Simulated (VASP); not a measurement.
# Al3Cu (Pm-3m) in VASP: further runs

Runs on Al3Cu. Level: PBEsol. Tasks: single point.

Everything below comes from runs of VASP 6.6.1. Logs are shortened: lines on timing, memory, paths and dates and some standing lists are left out, and cuts for length are marked.

## (1) The cell of the first run

Symmetry: Pm-3m, No. 221, cubic system. The conventional cell has a = 3.817 Å, b = 3.817 Å, c = 3.817 Å, α = 90.00°, β = 90.00°, γ = 90.00°. Al (site symmetry 4/mmm) has 8 Al at 2.70 Å and 4 Cu at 2.70 Å within 3.6 Å. Within 3.6 Å of Cu (site symmetry m-3m) lie 12 Al at 2.70 Å.

## (2) Single point, PBEsol

Input file INCAR:

```
SYSTEM = Al3Cu
ALGO = Normal ; EDIFF = 1E-6
ENCUT = 520 ; GGA = PS
ISIF = 2 ; ISMEAR = 1
LASPH = .True. ; LCHARG = .True.
LELF = .True. ; LREAL = .False.
LVHAR = .True. ; LWAVE = .False.
NBANDS = 18 ; NELM = 100
PREC = Accurate ; SIGMA = 0.1
```

Input file KPOINTS:

```
k-points
0
Gamma
  6 6 6
  0 0 0
```

Input file POSCAR:

```
Al3Cu
1.0
    3.8165854150      0.0000000000      0.0000000000
    0.0000000000      3.8165854150      0.0000000000
    0.0000000000      0.0000000000      3.8165854150
Al Cu
3 1
Direct
    0.0000000000      0.5000000000      0.5000000000
    0.5000000000      0.0000000000      0.5000000000
    0.5000000000      0.5000000000      0.0000000000
    0.0000000000      0.0000000000      0.0000000000
```

Potentials or basis: VASP PAW PBE potentials, release 64 (Al, Cu).

Command:

```bash
$ cat potpaw_PBE.64/Al/POTCAR potpaw_PBE.64/Cu/POTCAR > POTCAR
$ mpirun -np 1 vasp_std > vasp.out
```

OUTCAR:

```text
SYSTEM = Al3Cu
   EDIFF = 1E-6
   ENCUT = 520
   GGA = PS
   ISIF = 2
   ISMEAR = 1
   LASPH = .True.
   LREAL = .False.
   NELM = 100
   PREC = Accurate

 ion  position               nearest neighbor table
   1  0.000  0.500  0.500-   2 2.70   3 2.70   4 2.70   3 2.70   4 2.70   2 2.70   4 2.70   4 2.70
                             2 2.70   3 2.70   3 2.70   2 2.70
   2  0.500  0.000  0.500-   1 2.70   3 2.70   4 2.70   3 2.70   4 2.70   1 2.70   3 2.70   3 2.70
                             1 2.70   4 2.70   4 2.70   1 2.70
   3  0.500  0.500  0.000-   1 2.70   2 2.70   4 2.70   1 2.70   2 2.70   2 2.70   4 2.70   2 2.70
                             1 2.70   4 2.70   1 2.70   4 2.70
   4  0.000  0.000  0.000-   1 2.70   2 2.70   3 2.70   1 2.70   2 2.70   1 2.70   3 2.70   1 2.70
                             2 2.70   3 2.70   2 2.70   3 2.70

  LATTYP: Found a simple cubic cell.
 ALAT       =     3.8165854150

  Lattice vectors:

 A1 = (   3.8165854150,   0.0000000000,   0.0000000000)
 A2 = (   0.0000000000,   3.8165854150,   0.0000000000)
 A3 = (   0.0000000000,   0.0000000000,   3.8165854150)

Analysis of symmetry for initial positions (statically):
=====================================================================
 Subroutine PRICEL returns:
 Original cell was already a primitive cell.

 Routine SETGRP: Setting up the symmetry group for a
 simple cubic supercell.

 Subroutine GETGRP returns: Found 48 space group operations
 (whereof 48 operations were pure point group operations)
 out of a pool of 48 trial point group operations.

The static configuration has the point symmetry O_h .

Analysis of symmetry for dynamics (positions and initial velocities):
=====================================================================
 Subroutine PRICEL returns:
 Original cell was already a primitive cell.

 Routine SETGRP: Setting up the symmetry group for a
 simple cubic supercell.

 Subroutine GETGRP returns: Found 48 space group operations
 (whereof 48 operations were pure point group operations)
 out of a pool of 48 trial point group operations.

The dynamic configuration has the point symmetry O_h .

 Subroutine INISYM returns: Found 48 space group operations
 (whereof 48 operations are pure point group operations),
 and found     1 'primitive' translations

----------------------------------------------------------------------------------------

                                     Primitive cell

  volume of cell :      55.5936

  direct lattice vectors                    reciprocal lattice vectors
     3.816585415  0.000000000  0.000000000     0.262014312  0.000000000  0.000000000
     0.000000000  3.816585415  0.000000000     0.000000000  0.262014312  0.000000000
     0.000000000  0.000000000  3.816585415     0.000000000  0.000000000  0.262014312

  length of vectors
     3.816585415  3.816585415  3.816585415     0.262014312  0.262014312  0.262014312

  position of ions in fractional coordinates (direct lattice)
     0.000000000  0.500000000  0.500000000
     0.500000000  0.000000000  0.500000000
     0.500000000  0.500000000  0.000000000
     0.000000000  0.000000000  0.000000000

  ion indices of the primitive-cell ions
   primitive index   ion index
                 1           1
                 2           2
                 3           3
                 4           4

----------------------------------------------------------------------------------------

 KPOINTS: k-points

Automatic generation of k-mesh.
 Grid dimensions read from file:
 generate k-points for:    6    6    6

 Generating k-lattice:

  Cartesian coordinates                     Fractional coordinates (reciprocal lattice)
     0.043669052  0.000000000  0.000000000     0.166666667  0.000000000  0.000000000
     0.000000000  0.043669052  0.000000000     0.000000000  0.166666667  0.000000000
     0.000000000  0.000000000  0.043669052     0.000000000  0.000000000  0.166666667

  Length of vectors
     0.043669052  0.043669052  0.043669052

  Shift w.r.t. Gamma in fractional coordinates (k-lattice)
     0.000000000  0.000000000  0.000000000

 Subroutine IBZKPT returns following result:
 ===========================================

 Found     20 irreducible k-points:

 Following reciprocal coordinates:
            Coordinates               Weight
  0.000000  0.000000  0.000000      1.000000
  0.166667  0.000000  0.000000      6.000000
  0.333333  0.000000  0.000000      6.000000
  0.500000  0.000000  0.000000      3.000000
  0.166667  0.166667  0.000000     12.000000
  0.333333  0.166667  0.000000     24.000000
[... 12 lines left out ...]
  0.500000  0.500000  0.333333      6.000000
  0.500000  0.500000  0.500000      1.000000
   k-points           NKPTS =     20   k-points in BZ     NKDIM =     20   number of bands    NBANDS=     18
   number of dos      NEDOS =    301   number of ions     NIONS =      4
   total plane-waves  NPLWV =  21952
   dimension x,y,z NGX =    28 NGY =   28 NGZ =   28
   dimension x,y,z NGXF=    56 NGYF=   56 NGZF=   56
   ions per type =               3   1
   NGX,Y,Z   is equivalent  to a cutoff of  12.20, 12.20, 12.20 a.u.
   NGXF,Y,Z  is equivalent  to a cutoff of  24.39, 24.39, 24.39 a.u.
 SYSTEM =  Al3Cu
   PREC   = accura    normal or accurate (medium, high low for compatibility)
   ISTART =      0    job   : 0-new  1-cont  2-samecut
   ICHARG =      2    charge: 1-file 2-atom 10-const
   ISPIN  =      1    spin polarized calculation?
   LNONCOLLINEAR =      F non collinear calculations
   LSORBIT =      F    spin-orbit coupling
   LASPH  =      T    aspherical Exc in radial PAW
   ENCUT  =  520.0 eV  38.22 Ry    6.18 a.u.   7.10  7.10  7.10*2*pi/ulx,y,z
   NELM   =    100;   NELMIN=  2; NELMDL= -5     # of ELM steps
   EDIFF  = 0.1E-05   stopping-criterion for ELM
   LREAL  =      F    real-space projection
   EDIFFG = 0.1E-04   stopping-criterion for IOM
   NSW    =      0    number of steps for IOM
   IBRION =     -1    ionic relax: 0-MD 1-quasi-New 2-CG
   NFREE  =      0    steps in history (QN), initial steepest desc. (CG)
   ISIF   =      2    stress and relaxation
   ISYM   =      2    0-nonsym 1-usesym 2-fastsym
   POTIM  = 0.5000    time-step for ionic-motion
   TEBEG  =    0.0;   TEEND  =   0.0 temperature during run
   PSTRESS=    0.0 pullay stress
   NELECT =      20.0000    total number of electrons
   NUPDOWN=      -1.0000    fix difference up-down
   EMIN   =  10.00;   EMAX   =-10.00  energy-range for DOS
   EFERMI =   0.00;   METHOD = LEGACY
   ISMEAR =     1;   SIGMA  =   0.10  broadening in eV -4-tet -1-fermi 0-gaus
   EFERMI_NEDOS =   21; number of points for ismear=-14 and -15
   IALGO  =     38    algorithm
   IMIX   =      4    mixing-type and parameters
     AMIX     =   0.40;   BMIX     =  1.00
     AMIX_MAG =   1.60;   BMIX_MAG =  1.00
  volume/ion in A,a.u.               =      13.90        93.79
  Fermi-wavevector in a.u.,A,eV,Ry     =   1.164331  2.200267 18.444969  1.355667
  Thomas-Fermi vector in A             =   2.300870
   LORBIT       =      0    0 simple, 1 ext, 2 COOP (PROOUT), +10 PAW based schemes
   GGA     = PS    functional components
   LHFCALC =     F    Hartree Fock is set to
   AEXX    =    0.0000 exact exchange contribution
   IVDW    =     0    specifies the selected vdW correction
   LEPSILON=     F    determine dielectric tensor
   LRPA    =     F    only Hartree local field effects (RPA)
 non-spin polarized calculation
 Methfessel and Paxton  Order N= 1 SIGMA  =   0.10
  energy-cutoff  :      520.00
  volume of cell :       55.59
 maximum number of plane-waves:      1518
   NGX = 15   NGY = 15   NGZ = 15

 number of electron      19.9999962 magnetization

 Free energy of the ion-electron system (eV)
  ---------------------------------------------------
  ext. energy  EPLUGINS =         0.00000000
  ---------------------------------------------------
  free energy    TOTEN  =       -16.61070005 eV

  energy without entropy =      -16.60971952  energy(sigma->0) =      -16.61037320

 E-fermi :   9.1040     XC(G=0): -11.1795

 val. band max:        9.0595260443   @ k =   0.3333   0.3333   0.0000
 cond. band min:       9.1273617537   @ k =   0.5000   0.3333   0.3333
 fundamental gap:      0.0678357094
 Fermi energy:         9.1039543008

 k-point     1 :       0.0000    0.0000    0.0000
  band No.  band energies     occupation
      1      -2.6227      2.00000
      2       4.4704      2.00000
      3       4.4704      2.00000
      4       5.2440      2.00000
      5       5.2440      2.00000
      6       5.2440      2.00000
[... 10 lines left out ...]
     17      16.2052      0.00000
     18      16.2052      0.00000

 k-point     2 :       0.1667    0.0000    0.0000
  band No.  band energies     occupation
      1      -2.3394      2.00000
      2       3.7858      2.00000
      3       4.5270      2.00000
      4       5.0930      2.00000
      5       5.0930      2.00000
      6       5.2536      2.00000
[... 10 lines left out ...]
     17      16.3694      0.00000
     18      16.6741      0.00000

 k-point     3 :       0.3333    0.0000    0.0000
  band No.  band energies     occupation
      1      -1.5000      2.00000
      2       1.7794      2.00000
      3       4.6426      2.00000
      4       4.8934      2.00000
      5       4.8934      2.00000
      6       5.2728      2.00000
[... 10 lines left out ...]
     17      16.7942      0.00000
     18      17.5087      0.00000

 k-point     4 :       0.5000    0.0000    0.0000
  band No.  band energies     occupation
      1      -0.3347      2.00000
      2       0.1402      2.00000
      3       4.7018      2.00000
      4       4.8180      2.00000
      5       4.8180      2.00000
      6       5.2824      2.00000
[... 291 lines left out ...]
      4       4.5076      2.00000
      5       4.7080      2.00000
      6       4.7096      2.00000
[... 10 lines left out ...]
     17      19.8907      0.00000
     18      20.2736      0.00000

 k-point    19 :       0.5000    0.5000    0.3333
  band No.  band energies     occupation
      1       2.5156      2.00000
      2       3.1320      2.00000
      3       3.1320      2.00000
      4       3.9184      2.00000
      5       4.9098      2.00000
      6       4.9098      2.00000
[... 10 lines left out ...]
     17      20.8269      0.00000
     18      21.6407      0.00000

 k-point    20 :       0.5000    0.5000    0.5000
  band No.  band energies     occupation
      1       3.5155      2.00000
      2       3.5155      2.00000
      3       3.5155      2.00000
      4       3.8425      2.00000
      5       4.8361      2.00000
      6       4.8361      2.00000
[... 10 lines left out ...]
     17      22.4843      0.00000
     18      22.4843      0.00000

------------------------ aborting loop because EDIFF is reached ----------------------------------------

  FORCE on cell =-STRESS in cart. coord.  units (eV):
  Direction    XX          YY          ZZ          XY          YZ          ZX
  --------------------------------------------------------------------------------------
  -------------------------------------------------------------------------------------
  Total        2.2928614      2.2928614      2.2928614     -0.0000000     -0.0000000      0.0000000
  in kB       66.0789942     66.0789942     66.0789942     -0.0000000     -0.0000000      0.0000000
  external PRESSURE =      66.0789942 kB  Pullay stress =       0.0000000 kB

 VOLUME and BASIS-vectors are now :
 -----------------------------------------------------------------------------
  energy-cutoff  :      520.00
  volume of cell :       55.59
      direct lattice vectors                 reciprocal lattice vectors
     3.816585415  0.000000000  0.000000000     0.262014312  0.000000000  0.000000000
     0.000000000  3.816585415  0.000000000     0.000000000  0.262014312  0.000000000
     0.000000000  0.000000000  3.816585415     0.000000000  0.000000000  0.262014312

 POSITION                                       TOTAL-FORCE (eV/Angst)
 -----------------------------------------------------------------------------------
      0.00000      1.90829      1.90829         0.000000      0.000000      0.000000
      1.90829      0.00000      1.90829         0.000000      0.000000      0.000000
      1.90829      1.90829      0.00000         0.000000      0.000000      0.000000
      0.00000      0.00000      0.00000         0.000000      0.000000      0.000000
 -----------------------------------------------------------------------------------
    total drift:                               -0.000000     -0.000000     -0.000000

  FREE ENERGIE OF THE ION-ELECTRON SYSTEM (eV)
  ---------------------------------------------------
  free  energy   TOTEN  =       -16.6107000481 eV

  energy  without entropy=      -16.6097195158  energy(sigma->0) =      -16.61037320
```

It took 23 s on 1 thread of Intel Xeon Platinum 8375C at 2.90GHz (Ice Lake), shared host; peak memory 0.16 GiB.

Results:

| Property | Result |
| --- | --- |
| Free energy | -16.6107 eV |
| Pressure | 6.6 GPa |
| Band gap on the k mesh | zero (band 10 reaches 11.27 eV, above the bottom of band 11 at 7.19 eV) |

Caveat: the PAW data sets were made with another functional, which shifts forces and pressure a little.

## (3) Single point, PBEsol

This run uses another cell than the first one, of 14.30 Å³/atom, 1.029 times its volume.

Input file INCAR:

```
PREC = Accurate
ENCUT = 520
EDIFF = 1E-6
ISMEAR = 1
SIGMA = 0.1
LREAL = F
LASPH = T
NELM = 60
ALGO = Normal
ISIF = 2
LWAVE = F
LCHARG = F
GGA = PS
NBANDS = 18
```

Input file KPOINTS:

```
Automatic mesh
0
Gamma
  6 6 6
```

Input file POSCAR:

```
Al3Cu
1.0
    3.8531099827      0.0000000000      0.0000000000
    0.0000000000      3.8531099827      0.0000000000
    0.0000000000      0.0000000000      3.8531099827
Al Cu
3 1
Direct
    0.0000000000      0.5000000000      0.5000000000
    0.5000000000      0.0000000000      0.5000000000
    0.5000000000      0.5000000000      0.0000000000
    0.0000000000      0.0000000000      0.0000000000
```

Potentials or basis: VASP PAW PBE potentials, release 64 (Al, Cu).

Command:

```bash
$ cat potpaw_PBE.64/Al/POTCAR potpaw_PBE.64/Cu/POTCAR > POTCAR
$ mpirun -np 1 vasp_std > vasp.out
```

It took 26 s on 1 thread of Intel Xeon Platinum 8375C at 2.90GHz (Ice Lake), shared host; peak memory 0.17 GiB.

It converged, with:

| Item | Value |
| --- | --- |
| Free energy | -16.6601 eV |
| Pressure | 3.1 GPa |
| Band gap on the k mesh | zero (band 10 reaches 10.95 eV, above the bottom of band 11 at 6.86 eV) |

Levels at points of the mesh, in eV from the Fermi level:
| k point | band 8 | band 9 | band 10 | band 11 | band 12 | band 13 |
| --- | --- | --- | --- | --- | --- | --- |
| (0.00, 0.00, 0.00) | -2.51 | -2.51 | -0.66 | 0.57 | 0.57 | 6.64 |
| (0.50, 0.00, 0.00) | 0.20 | 0.20 | 0.33 | 0.33 | 0.63 | 2.17 |
| (0.50, 0.50, 0.00) | -3.45 | -3.19 | 1.33 | 3.04 | 3.04 | 3.30 |
| (0.50, 0.50, 0.50) | -3.53 | -3.53 | -2.57 | -1.92 | -1.92 | -1.92 |

Caveat: the PAW data sets were made with another functional, which shifts forces and pressure a little.
